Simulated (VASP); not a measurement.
A run of VASP 6.6.1:

Contents of POSCAR:

```
BN
1.0
    2.5932856057     -0.0000000029      0.0000000000
   -1.2966428003      2.2458512152      0.0000000000
    0.0000000000      0.0000000000      4.2895041600
B N
2 2
Direct
    0.6666666667      0.3333333333     -0.0000507836
    0.3333333333      0.6666666667      0.4999492164
    0.6666666667      0.3333333333      0.3750507836
    0.3333333333      0.6666666667      0.8750507836
```

File INCAR.step1:

```
SYSTEM = BN
PREC = Accurate ; ENCUT = 520
ISMEAR = -1 ; SIGMA = 0.02
LREAL = .FALSE. ; LASPH = .TRUE.
NELM = 60 ; NBANDS = 16
GGA = PE ; ALGO = Normal
EDIFF = 1E-4 ; LWAVE = .TRUE.
LCHARG = .FALSE.
```

File INCAR.step2:

```
SYSTEM = BN
PREC = Accurate ; ENCUT = 520
EDIFF = 1E-6 ; ISMEAR = -1
SIGMA = 0.02 ; LREAL = .FALSE.
LASPH = .TRUE. ; NELM = 60
ALGO = Normal ; ISIF = 2
LWAVE = .FALSE. ; LCHARG = .FALSE.
METAGGA = R2SCAN ; LMIXTAU = .TRUE.
NBANDS = 16 ; ISTART = 1
```

The input KPOINTS:

```
regular mesh
0
G
  12 12 8
  0 0 0
```

Potentials or basis: VASP PAW PBE potentials, release 64 (B, N).

Run with:

```sh
$ cat potpaw_PBE.64/B/POTCAR potpaw_PBE.64/N/POTCAR > POTCAR
$ cp INCAR.step1 INCAR
$ mpirun -np 1 vasp_std > vasp.out
$ cp INCAR.step2 INCAR
$ mpirun -np 1 vasp_std > vasp.out
```

Hardware: 1 thread of AMD EPYC 7R43 64-Core Processor (Zen 3), on a shared host.

How long does it take, and how much memory?

Wall time 87 s on 1 thread of AMD EPYC 7R43 64-Core Processor (Zen 3), with other jobs on the host, peak memory 0.12 GiB. Counts: k points 95.
